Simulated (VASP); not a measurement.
# BAs in VASP: notebook

Aim: see how the results for BAs move with the level of theory and the settings. Levels: PBE, LDA, PBEsol. Tasks: single point.

Everything below comes from runs of VASP 6.6.1. Logs are shortened: lines on timing, memory, paths and dates and some standing lists are left out, and cuts for length are marked.

**1. The cell of the first run**

Symmetry: I-4m2, No. 119, tetragonal system. The conventional cell has a = 3.445 Å, b = 3.445 Å, c = 4.777 Å, α = 90.00°, β = 90.00°, γ = 90.00°. B (site symmetry -4m2) has 4 As at 2.10 Å within 2.8 Å. Within 2.8 Å of As (site symmetry -4m2) lie 4 B at 2.10 Å.

**2. Single point, PBE (x and y stretched by +2 %, z held)**

File INCAR:

```
SYSTEM = BAs
  PREC = Accurate
  ENCUT = 520
  EDIFF = 1E-6
  ISMEAR = -1
  SIGMA = 0.03
  LREAL = .False.
  LASPH = .True.
  NELM = 100
  ALGO = Normal
  ISIF = 2
  LWAVE = .False.
  LCHARG = .True.
  GGA = PE
  LELF = .True.
  LVHAR = .True.
  NBANDS = 11
```

File KPOINTS:

```
regular mesh
0
Gamma
  15 15 15
  0 0 0
```

File POSCAR:

```
BAs
1.0
    0.0000000000      2.4362700000      2.3885000000
    2.4362700000      0.0000000000      2.3885000000
    2.4362700000      2.4362700000      0.0000000000
B As
1 1
Direct
    0.0000000000      0.0000000000      0.0000000000
    0.7500000000      0.7500000000      0.7500000000
```

Potentials or basis: VASP PAW PBE potentials, release 64 (B, As).

Launch:

```bash
$ cat potpaw_PBE.64/B/POTCAR potpaw_PBE.64/As/POTCAR > POTCAR
$ mpirun -np 1 vasp_std > vasp.out
```

OUTCAR:

```text
SYSTEM = BAs
   PREC = Accurate
   ENCUT = 520
   EDIFF = 1E-6
   ISMEAR = -1
   LREAL = .False.
   LASPH = .True.
   NELM = 100
   ISIF = 2
   GGA = PE

 ion  position               nearest neighbor table
   1  0.000  0.000  0.000-   2 2.10   2 2.10   2 2.10   2 2.10
   2  0.750  0.750  0.750-   1 2.10   1 2.10   1 2.10   1 2.10

  LATTYP: Found a body centered tetragonal cell.
 ALAT       =     3.4454060756
 C/A-ratio  =     1.3864838847

  Lattice vectors:

 A1 = (   0.0000000000,  -2.4362700000,  -2.3885000000)
 A2 = (   0.0000000000,   2.4362700000,  -2.3885000000)
 A3 = (   2.4362700000,   0.0000000000,   2.3885000000)

Analysis of symmetry for initial positions (statically):
=====================================================================
 Subroutine PRICEL returns:
 Original cell was already a primitive cell.

 Routine SETGRP: Setting up the symmetry group for a
 body centered tetragonal supercell.

 Subroutine GETGRP returns: Found  8 space group operations
 (whereof  8 operations were pure point group operations)
 out of a pool of 16 trial point group operations.

The static configuration has the point symmetry D_2d.

Analysis of symmetry for dynamics (positions and initial velocities):
=====================================================================
 Subroutine PRICEL returns:
 Original cell was already a primitive cell.

 Routine SETGRP: Setting up the symmetry group for a
 body centered tetragonal supercell.

 Subroutine GETGRP returns: Found  8 space group operations
 (whereof  8 operations were pure point group operations)
 out of a pool of 16 trial point group operations.

The dynamic configuration has the point symmetry D_2d.

 Subroutine INISYM returns: Found  8 space group operations
 (whereof  8 operations are pure point group operations),
 and found     1 'primitive' translations

----------------------------------------------------------------------------------------

                                     Primitive cell

  volume of cell :      28.3535

  direct lattice vectors                    reciprocal lattice vectors
     0.000000000  2.436270000  2.388500000    -0.205231768  0.205231768  0.209336404
     2.436270000  0.000000000  2.388500000     0.205231768 -0.205231768  0.209336404
     2.436270000  2.436270000  0.000000000     0.205231768  0.205231768 -0.209336404

  length of vectors
     3.411794801  3.411794801  3.445406076     0.357857356  0.357857356  0.357857356

[... 81 lines left out ...]
   LREAL  =      F    real-space projection
   EDIFFG = 0.1E-04   stopping-criterion for IOM
   NSW    =      0    number of steps for IOM
   IBRION =     -1    ionic relax: 0-MD 1-quasi-New 2-CG
   NFREE  =      0    steps in history (QN), initial steepest desc. (CG)
   ISIF   =      2    stress and relaxation
   ISYM   =      2    0-nonsym 1-usesym 2-fastsym
   POTIM  = 0.5000    time-step for ionic-motion
   TEBEG  =    0.0;   TEEND  =   0.0 temperature during run
   PSTRESS=    0.0 pullay stress
   NELECT =       8.0000    total number of electrons
   NUPDOWN=      -1.0000    fix difference up-down
   EMIN   =  10.00;   EMAX   =-10.00  energy-range for DOS
   EFERMI =   0.00;   METHOD = LEGACY
   ISMEAR =    -1;   SIGMA  =   0.03  broadening in eV -4-tet -1-fermi 0-gaus
   EFERMI_NEDOS =   21; number of points for ismear=-14 and -15
   IALGO  =     38    algorithm
   IMIX   =      4    mixing-type and parameters
     AMIX     =   0.40;   BMIX     =  1.00
     AMIX_MAG =   1.60;   BMIX_MAG =  1.00
  volume/ion in A,a.u.               =      14.18        95.67
  Fermi-wavevector in a.u.,A,eV,Ry     =   1.073749  2.029092 15.686661  1.152937
  Thomas-Fermi vector in A             =   2.209557
   LORBIT       =      0    0 simple, 1 ext, 2 COOP (PROOUT), +10 PAW based schemes
   GGA     = PE    functional components
   LHFCALC =     F    Hartree Fock is set to
   AEXX    =    0.0000 exact exchange contribution
   IVDW    =     0    specifies the selected vdW correction
   LEPSILON=     F    determine dielectric tensor
   LRPA    =     F    only Hartree local field effects (RPA)
 non-spin polarized calculation
  energy-cutoff  :      520.00
  volume of cell :       28.35
 maximum number of plane-waves:       779
 NGX is ok and might be reduce to    28
   NGX = 13   NGY = 13   NGZ = 13

 number of electron       7.9999999 magnetization

 Free energy of the ion-electron system (eV)
  ---------------------------------------------------
  ext. energy  EPLUGINS =         0.00000000
  ---------------------------------------------------
  free energy    TOTEN  =       -11.40712212 eV

  energy without entropy =      -11.40712212  energy(sigma->0) =      -11.40712212

 E-fermi :   6.2732     XC(G=0): -10.4140

 val. band max:        5.8186647056   @ k =   0.0000   0.0000   0.0000
 cond. band min:       6.7459897623   @ k =   0.4000   0.4000   0.0000
 fundamental gap:      0.9273250567
 Fermi energy:         6.2731767589

 k-point     1 :       0.0000    0.0000    0.0000
  band No.  band energies     occupation
      1      -9.3492      2.00000
      2       5.6355      2.00000
      3       5.6355      2.00000
      4       5.8187      2.00000
      5       8.8417      0.00000
      6       8.9694      0.00000
      7       8.9694      0.00000
      8       9.8809      0.00000
      9      15.0932      0.00000
     10      18.2279      0.00000
     11      18.7298      0.00000
[... 309 lines left out ...]
 k-point    24 :       0.2000    0.1333    0.0000
  band No.  band energies     occupation
      1      -8.7067      2.00000
      2       2.9304      2.00000
      3       4.0022      2.00000
      4       4.2763      2.00000
      5       8.0607      0.00000
      6      10.5721      0.00000
      7      11.1634      0.00000
      8      11.6499      0.00000
      9      15.6095      0.00000
     10      17.3355      0.00000
     11      18.5464      0.00000

 [... further k-points ...]
[... 5 lines left out ...]
  --------------------------------------------------------------------------------------
  -------------------------------------------------------------------------------------
  Total       -0.5639013     -0.5639013      0.1129667      0.0000000      0.0000000      0.0000000
  in kB      -31.8645384    -31.8645384      6.3834426      0.0000000      0.0000000      0.0000000
  external PRESSURE =     -19.1152114 kB  Pullay stress =       0.0000000 kB

 VOLUME and BASIS-vectors are now :
 -----------------------------------------------------------------------------
  energy-cutoff  :      520.00
  volume of cell :       28.35
      direct lattice vectors                 reciprocal lattice vectors
     0.000000000  2.436270000  2.388500000    -0.205231768  0.205231768  0.209336404
     2.436270000  0.000000000  2.388500000     0.205231768 -0.205231768  0.209336404
     2.436270000  2.436270000  0.000000000     0.205231768  0.205231768 -0.209336404

 POSITION                                       TOTAL-FORCE (eV/Angst)
 -----------------------------------------------------------------------------------
      0.00000      0.00000      0.00000         0.000000     -0.000000      0.000000
      3.65440      3.65440      3.58275        -0.000000      0.000000     -0.000000
 -----------------------------------------------------------------------------------
    total drift:                                0.000000      0.000000      0.000000

  FREE ENERGIE OF THE ION-ELECTRON SYSTEM (eV)
  ---------------------------------------------------
  free  energy   TOTEN  =       -11.4071221237 eV

  energy  without entropy=      -11.4071221236  energy(sigma->0) =      -11.40712212
```

Run time: 34 s. Hardware: 1 thread of Intel Xeon 6975P-C (Granite Rapids), shared host; peak memory 0.23 GiB.

Results:

```
Free energy            : -11.4071 eV
Pressure               : -1.9 GPa
Band gap on the k mesh : 0.93 eV, indirect (least direct gap 3.02 eV)
```

Caveat: the cell differs from its parent crystal (x and y stretched by +2 %, z held). A k mesh can miss the band edges.

**3. Single point, LDA**

This run uses another cell than the first one, of 13.63 Å³/atom, 0.961 times its volume.

File INCAR:

```
PREC = Accurate
ENCUT = 520
EDIFF = 1E-6
ISMEAR = -1
SIGMA = 0.03
LREAL = F
LASPH = T
NELM = 100
ALGO = Normal
ISIF = 2
LWAVE = F
LCHARG = F
GGA = CA
NBANDS = 11
```

File KPOINTS:

```
regular mesh
0
Gamma
  15 15 15
```

File POSCAR:

```
BAs
1.0
    0.0000000000      2.3885000000      2.3885000000
    2.3885000000      0.0000000000      2.3885000000
    2.3885000000      2.3885000000      0.0000000000
B As
1 1
Direct
    0.0000000000      0.0000000000      0.0000000000
    0.7500000000      0.7500000000      0.7500000000
```

Potentials or basis: VASP PAW LDA potentials, release 64 (B, As).

Launch:

```bash
$ cat potpaw_LDA.64/B/POTCAR potpaw_LDA.64/As/POTCAR > POTCAR
$ mpirun -np 1 vasp_std > vasp.out
```

OUTCAR:

```text
PREC = Accurate
   ENCUT = 520
   EDIFF = 1E-6
   ISMEAR = -1
   LREAL = F
   LASPH = T
   NELM = 100
   ISIF = 2
   GGA = CA

 ion  position               nearest neighbor table
   1  0.000  0.000  0.000-   2 2.07   2 2.07   2 2.07   2 2.07
   2  0.750  0.750  0.750-   1 2.07   1 2.07   1 2.07   1 2.07

  LATTYP: Found a face centered cubic cell.
 ALAT       =     4.7770000000

  Lattice vectors:

[... 510 lines left out ...]
      2       3.3536      2.00000
      3       4.4640      2.00000
      4       4.6859      2.00000
      5       8.6179      0.00000
      6      11.2327      0.00000
      7      11.7032      0.00000
      8      12.2316      0.00000
      9      15.9477      0.00000
     10      17.7924      0.00000
     11      19.3990      0.00000

 [... further k-points ...]
[... 5 lines left out ...]
  --------------------------------------------------------------------------------------
  -------------------------------------------------------------------------------------
  Total       -0.5247600     -0.5247600     -0.5247600     -0.0000000      0.0000000     -0.0000000
  in kB      -30.8507383    -30.8507383    -30.8507383     -0.0000000      0.0000000     -0.0000000
  external PRESSURE =     -30.8507383 kB  Pullay stress =       0.0000000 kB

 VOLUME and BASIS-vectors are now :
 -----------------------------------------------------------------------------
  energy-cutoff  :      520.00
  volume of cell :       27.25
      direct lattice vectors                 reciprocal lattice vectors
     0.000000000  2.388500000  2.388500000    -0.209336404  0.209336404  0.209336404
     2.388500000  0.000000000  2.388500000     0.209336404 -0.209336404  0.209336404
     2.388500000  2.388500000  0.000000000     0.209336404  0.209336404 -0.209336404

 POSITION                                       TOTAL-FORCE (eV/Angst)
 -----------------------------------------------------------------------------------
      0.00000      0.00000      0.00000         0.000000      0.000000     -0.000000
      3.58275      3.58275      3.58275        -0.000000     -0.000000      0.000000
 -----------------------------------------------------------------------------------
    total drift:                                0.000000      0.000000      0.000000

  FREE ENERGIE OF THE ION-ELECTRON SYSTEM (eV)
  ---------------------------------------------------
  free  energy   TOTEN  =       -12.9212774858 eV

  energy  without entropy=      -12.9212774858  energy(sigma->0) =      -12.92127749
```

stdout:

```text
POSCAR found type information on POSCAR B As
 POSCAR found :  2 types and       2 ions
 scaLAPACK will be used
 LDA part: xc-table for (Slater(with rela. corr.)+CA(PZ))
 , standard interpolation
 POSCAR, INCAR and KPOINTS ok, starting setup
 FFT: planning ... GRIDC
 FFT: planning ... GRID_SOFT
 FFT: planning ... GRID
 WAVECAR not read
 entering main loop
```

Run time: 22 s. Hardware: 1 thread of Intel Xeon Platinum 8488C (Sapphire Rapids), shared host; peak memory 0.16 GiB.

Results:

```
Free energy            : -12.9213 eV
Pressure               : -3.1 GPa
Band gap on the k mesh : 1.12 eV, indirect (least direct gap 3.25 eV)
```

A k mesh can miss the band edges. As with any semilocal functional, this LDA gap is likely too small.

**4. Single point, PBE**

This run uses another cell than the first one, of 13.63 Å³/atom, 0.961 times its volume.

File INCAR:

```
SYSTEM = BAs
ALGO = Normal
EDIFF = 1E-6
ENCUT = 520
GGA = PE
ISIF = 2
ISMEAR = -1
LASPH = .TRUE.
LCHARG = .FALSE.
LREAL = .FALSE.
LWAVE = .FALSE.
NBANDS = 11
NELM = 60
PREC = Accurate
SIGMA = 0.03
```

File KPOINTS:

```
k-points
0
G
  15 15 15
  0 0 0
```

POSCAR is that of step 3.

Potentials or basis: VASP PAW PBE potentials, release 64 (B, As).

Launch:

```bash
$ cat potpaw_PBE.64/B/POTCAR potpaw_PBE.64/As/POTCAR > POTCAR
$ mpirun -np 1 vasp_std > vasp.out
```

OUTCAR:

```text
SYSTEM = BAs
   EDIFF = 1E-6
   ENCUT = 520
   GGA = PE
   ISIF = 2
   ISMEAR = -1
   LASPH = .TRUE.
   LREAL = .FALSE.
   NELM = 60
   PREC = Accurate

 ion  position               nearest neighbor table
   1  0.000  0.000  0.000-   2 2.07   2 2.07   2 2.07   2 2.07
   2  0.750  0.750  0.750-   1 2.07   1 2.07   1 2.07   1 2.07

  LATTYP: Found a face centered cubic cell.
 ALAT       =     4.7770000000

  Lattice vectors:

 A1 = (   0.0000000000,   2.3885000000,   2.3885000000)
 A2 = (   2.3885000000,   0.0000000000,   2.3885000000)
 A3 = (   2.3885000000,   2.3885000000,   0.0000000000)

Analysis of symmetry for initial positions (statically):
=====================================================================
 Subroutine PRICEL returns:
 Original cell was already a primitive cell.

 Routine SETGRP: Setting up the symmetry group for a
 face centered cubic supercell.

 Subroutine GETGRP returns: Found 24 space group operations
 (whereof 24 operations were pure point group operations)
 out of a pool of 48 trial point group operations.

The static configuration has the point symmetry T_d .

Analysis of symmetry for dynamics (positions and initial velocities):
=====================================================================
 Subroutine PRICEL returns:
 Original cell was already a primitive cell.

 Routine SETGRP: Setting up the symmetry group for a
 face centered cubic supercell.

 Subroutine GETGRP returns: Found 24 space group operations
 (whereof 24 operations were pure point group operations)
 out of a pool of 48 trial point group operations.

The dynamic configuration has the point symmetry T_d .

 Subroutine INISYM returns: Found 24 space group operations
 (whereof 24 operations are pure point group operations),
 and found     1 'primitive' translations

----------------------------------------------------------------------------------------

                                     Primitive cell

  volume of cell :      27.2525
[... 111 lines left out ...]
  Fermi-wavevector in a.u.,A,eV,Ry     =   1.088018  2.056057 16.106360  1.183784
  Thomas-Fermi vector in A             =   2.224191
   LORBIT       =      0    0 simple, 1 ext, 2 COOP (PROOUT), +10 PAW based schemes
   GGA     = PE    functional components
   LHFCALC =     F    Hartree Fock is set to
   AEXX    =    0.0000 exact exchange contribution
   IVDW    =     0    specifies the selected vdW correction
   LEPSILON=     F    determine dielectric tensor
   LRPA    =     F    only Hartree local field effects (RPA)
 non-spin polarized calculation
  energy-cutoff  :      520.00
  volume of cell :       27.25
 maximum number of plane-waves:       751
 NGX is ok and might be reduce to    28
   NGX = 13   NGY = 13   NGZ = 13

 number of electron       8.0000000 magnetization

 Free energy of the ion-electron system (eV)
  ---------------------------------------------------
  ext. energy  EPLUGINS =         0.00000000
  ---------------------------------------------------
  free energy    TOTEN  =       -11.40679335 eV

  energy without entropy =      -11.40679335  energy(sigma->0) =      -11.40679335

 E-fermi :   6.6724     XC(G=0): -10.5844

 val. band max:        6.1261189490   @ k =   0.0000   0.0000   0.0000
 cond. band min:       7.3016345203   @ k =   0.4000   0.4000   0.0000
 fundamental gap:      1.1755155713
 Fermi energy:         6.6723983704

 k-point     1 :       0.0000    0.0000    0.0000
  band No.  band energies     occupation
      1      -9.2751      2.00000
      2       6.1261      2.00000
      3       6.1261      2.00000
      4       6.1261      2.00000
      5       9.4027      0.00000
      6       9.4027      0.00000
      7       9.4027      0.00000
      8      10.8129      0.00000
      9      15.7088      0.00000
     10      19.0767      0.00000
     11      19.0767      0.00000
[... 309 lines left out ...]
 k-point    24 :       0.2000    0.1333    0.0000
  band No.  band energies     occupation
      1      -8.6225      2.00000
      2       3.3031      2.00000
      3       4.4320      2.00000
      4       4.6481      2.00000
      5       8.6352      0.00000
      6      11.2251      0.00000
      7      11.7150      0.00000
      8      12.2518      0.00000
      9      15.9465      0.00000
     10      17.9898      0.00000
     11      19.3218      0.00000

 [... further k-points ...]
[... 5 lines left out ...]
  --------------------------------------------------------------------------------------
  -------------------------------------------------------------------------------------
  Total        0.5827409      0.5827409      0.5827409     -0.0000000     -0.0000000      0.0000000
  in kB       34.2594480     34.2594480     34.2594480     -0.0000000     -0.0000000      0.0000000
  external PRESSURE =      34.2594480 kB  Pullay stress =       0.0000000 kB

 VOLUME and BASIS-vectors are now :
 -----------------------------------------------------------------------------
  energy-cutoff  :      520.00
  volume of cell :       27.25
      direct lattice vectors                 reciprocal lattice vectors
     0.000000000  2.388500000  2.388500000    -0.209336404  0.209336404  0.209336404
     2.388500000  0.000000000  2.388500000     0.209336404 -0.209336404  0.209336404
     2.388500000  2.388500000  0.000000000     0.209336404  0.209336404 -0.209336404

 POSITION                                       TOTAL-FORCE (eV/Angst)
 -----------------------------------------------------------------------------------
      0.00000      0.00000      0.00000        -0.000000      0.000000      0.000000
      3.58275      3.58275      3.58275         0.000000     -0.000000     -0.000000
 -----------------------------------------------------------------------------------
    total drift:                                0.000000      0.000000      0.000000

  FREE ENERGIE OF THE ION-ELECTRON SYSTEM (eV)
  ---------------------------------------------------
  free  energy   TOTEN  =       -11.4067933522 eV

  energy  without entropy=      -11.4067933522  energy(sigma->0) =      -11.40679335
```

OSZICAR:

```text
N       E                     dE             d eps       ncg     rms          rms(c)
DAV:   1     0.125305475268E+02    0.12531E+02   -0.38031E+03  2648   0.647E+02
DAV:   2    -0.113268580154E+02   -0.23857E+02   -0.22605E+02  3457   0.104E+02
DAV:   3    -0.120441093146E+02   -0.71725E+00   -0.71576E+00  3334   0.170E+01
DAV:   4    -0.120459250253E+02   -0.18157E-02   -0.18156E-02  2906   0.984E-01
DAV:   5    -0.120459277441E+02   -0.27188E-05   -0.27188E-05  3170   0.413E-02    0.493E+00
DAV:   6    -0.114726217171E+02    0.57331E+00   -0.15821E+00  2817   0.511E+00    0.240E+00
DAV:   7    -0.114131156878E+02    0.59506E-01   -0.19352E-01  3117   0.216E+00    0.984E-01
DAV:   8    -0.114063298020E+02    0.67859E-02   -0.20220E-02  3006   0.809E-01    0.982E-02
DAV:   9    -0.114066324118E+02   -0.30261E-03   -0.76159E-04  3023   0.160E-01    0.586E-02
DAV:  10    -0.114067873691E+02   -0.15496E-03   -0.19123E-04  2813   0.843E-02    0.122E-02
DAV:  11    -0.114067932140E+02   -0.58449E-05   -0.53169E-06  3270   0.155E-02    0.105E-02
DAV:  12    -0.114067933522E+02   -0.13821E-06   -0.27027E-06  2781   0.897E-03
   1 F= -.11406793E+02 E0= -.11406793E+02  d E =-.161240E-10
```

It took 24 s on 1 thread of Intel Xeon Platinum 8488C (Sapphire Rapids), shared host; peak memory 0.18 GiB.

What came out:

```yaml
Free_energy: -11.4068 eV
Pressure: 3.4 GPa
Band_gap_on_the_k_mesh: 1.18 eV, indirect (least direct gap 3.28 eV)
```

Levels at points of the mesh, in eV from the valence-band top:
| k point | band 2 | band 3 | band 4 | band 5 | band 6 | band 7 |
| --- | --- | --- | --- | --- | --- | --- |
| (0.00, 0.00, 0.00) | 0.00 | 0.00 | 0.00 | 3.28 | 3.28 | 3.28 |

A k mesh can miss the band edges. A hybrid or GW would open this gap; PBE tends to underestimate it.

[end of part 1 of 2]
